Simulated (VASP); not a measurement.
# Cu6O: relaxation of cell and atoms with PBE

The system is Cu6O.

```xyz
7
Lattice="0.0000 3.7271 3.7271 3.7271 0.0000 3.7271 3.7271 3.7271 0.0000" Properties=species:S:1:pos:R:3 pbc="T T T"
Cu    1.9940    3.7271    3.7271
Cu    5.4601    3.7271    3.7271
Cu    3.7271    1.9940    3.7271
Cu    3.7271    5.4601    3.7271
Cu    3.7271    3.7271    1.9940
Cu    3.7271    3.7271    5.4601
O     0.0000    0.0000    0.0000
```

```
Program                : VASP 6.6.1
Task                   : relaxation of cell and atoms
Functional             : PBE
Potentials or basis    : VASP PAW PBE potentials, release 64 (Cu, O)
Cutoff                 : 600 eV
k mesh                 : 10 × 10 × 10
Occupations            : gaussian, width 0.1 eV
Spin                   : no spin polarisation
Dipole correction      : no
Further INCAR settings : ALGO = Normal; EDIFF = 1e-06; IBRION = 2; EDIFFG = -0.01; NSW = 100; ISIF = 3
```

```json
{
 "Relaxed volume": "14.91 Å³/atom",
 "Relaxed cell": "a = 5.285 Å, b = 5.285 Å, c = 5.285 Å, α = 60.00°, β = 60.00°, γ = 60.00°",
 "Space group after relaxing (to 0.05 Å)": "Fm-3m (No. 225)",
 "Energy gained by relaxing": "0.2 meV/atom",
 "Ionic steps": "8",
 "Pressure after relaxing": "-0.1 GPa",
 "Band gap on the k mesh": "zero (band 36 reaches 5.77 eV, above the bottom of band 37 at 4.85 eV)"
}
```

Forces in eV/Å, atoms in the order of the input:
```
Cu  -0.002  0.000  0.000
Cu   0.002  0.000  0.000
Cu   0.000 -0.002  0.000
Cu   0.000  0.002  0.000
Cu   0.000  0.000 -0.002
Cu   0.000  0.000  0.002
O    0.000  0.000  0.000
```

The path:
```tsv
step	energy change (eV)	largest force (eV/Å)	pressure (GPa)	volume (Å³)
1	0.0000	0.0289	0.74	103.55
2	-0.0015	0.0134	-0.27	104.57
3	-0.0017	0.0173	0.08	104.29
4	-0.0017	0.0158	0.03	104.38
5	-0.0016	0.0147	-0.03	104.44
6	-0.0017	0.0162	-0.09	104.42
7	-0.0017	0.0164	-0.05	104.39
8	-0.0017	0.0024	-0.07	104.38
```

Final structure:
```
Cu O
1.0
     0.00000    3.73708    3.73708
     3.73708    0.00000    3.73708
     3.73708    3.73708    0.00000
Cu O
6 1
Cartesian
  2.0014 3.7371 3.7371
  5.4728 3.7371 3.7371
  3.7371 2.0014 3.7371
  3.7371 5.4728 3.7371
  3.7371 3.7371 2.0014
  3.7371 3.7371 5.4728
  7.4742 7.4742 7.4742
```

Levels at points of the mesh, in eV from the Fermi level:
| k point | band 33 | band 34 | band 35 | band 36 | band 37 | band 38 | band 39 | band 40 |
| --- | --- | --- | --- | --- | --- | --- | --- | --- |
| (0.00, 0.00, 0.00) | -1.70 | -1.70 | -1.70 | 0.87 | 0.87 | 0.87 | 2.47 | 2.47 |
| (0.50, 0.00, 0.00) | -1.74 | -1.55 | -1.23 | -1.23 | 1.10 | 1.10 | 2.37 | 3.29 |
| (0.50, 0.50, 0.00) | -1.70 | -1.47 | -1.47 | 0.12 | 0.20 | 1.03 | 1.03 | 1.41 |

It took 9 min on 1 thread of Intel(R) Xeon(R) 6975P-C (Granite Rapids) (shared host), peak memory 0.38 GiB.

With open d or f shells a metallic result of PBE can be an artefact of self-interaction; +U or a hybrid may open a gap.
